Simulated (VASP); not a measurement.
# BaTiO3: single point with PBE

The system is BaTiO3.

```
Ba Ti O
1.0
     4.04513    0.00000    0.00000
     0.00000    4.04513    0.00000
     0.00000    0.00000    4.20181
Ba Ti O
1 1 3
Direct
  0.00000 0.00000 0.98632
  0.50000 0.50000 0.46908
  0.50000 0.50000 0.03785
  0.50000 0.00000 0.51738
  0.00000 0.50000 0.51738
```

This cell differs from its parent crystal: strain +0.015 along x and y, +0.000 along z.

```yaml
Program: VASP 6.6.1
Task: single point
Functional: PBE
Potentials_or_basis: VASP PAW PBE potentials, release 64 (Ba_sv, Ti_sv, O)
Cutoff: 520 eV
k_mesh: 8 × 8 × 6
Occupations: gaussian, width 0.05 eV
Spin: no spin polarisation
```

* Pressure: -2.9 GPa
* Largest force: 0.053 eV/Å
* Band gap on the k mesh: 1.73 eV, indirect (least direct gap 2.27 eV)

Forces in eV/Å, atoms in the order of the input:
```
Ba   0.000  0.000  0.024
Ti   0.000  0.000  0.030
O    0.000  0.000  0.051
O    0.000  0.000 -0.053
O    0.000  0.000 -0.053
```

Stress tensor (GPa, compression positive):
```
-3.74  0.00  0.00
 0.00 -3.74  0.00
 0.00  0.00 -1.22
```

Levels at points of the mesh, in eV from the valence-band top:
| k point | band 17 | band 18 | band 19 | band 20 | band 21 | band 22 | band 23 | band 24 |
| --- | --- | --- | --- | --- | --- | --- | --- | --- |
| (0.00, 0.00, 0.00) | -1.23 | -0.90 | -0.54 | -0.54 | 1.73 | 2.38 | 2.38 | 3.77 |
| (0.50, 0.00, 0.00) | -1.85 | -1.62 | -1.54 | -1.31 | 2.44 | 3.26 | 3.38 | 3.94 |
| (0.50, 0.50, 0.00) | -2.03 | -1.21 | -1.21 | -0.06 | 3.41 | 3.41 | 3.71 | 4.00 |
| (0.00, 0.00, 0.50) | -1.98 | -1.89 | -0.72 | -0.72 | 1.85 | 3.37 | 3.37 | 3.77 |
| (0.50, 0.00, 0.50) | -1.84 | -1.11 | -1.04 | -0.47 | 3.30 | 3.38 | 3.60 | 4.51 |
| (0.50, 0.50, 0.50) | -2.63 | -0.41 | -0.41 | 0.00 | 3.82 | 3.82 | 3.86 | 5.80 |

Run time: 48 s on 1 thread of Intel(R) Xeon(R) 6975P-C (Granite Rapids), on a shared host, peak memory 0.25 GiB.

Caveat: the cell differs from its parent crystal (strain +0.015 along x and y, +0.000 along z); spin-orbit coupling is left out, which moves the levels of the heavy elements. A k mesh can miss the band edges.
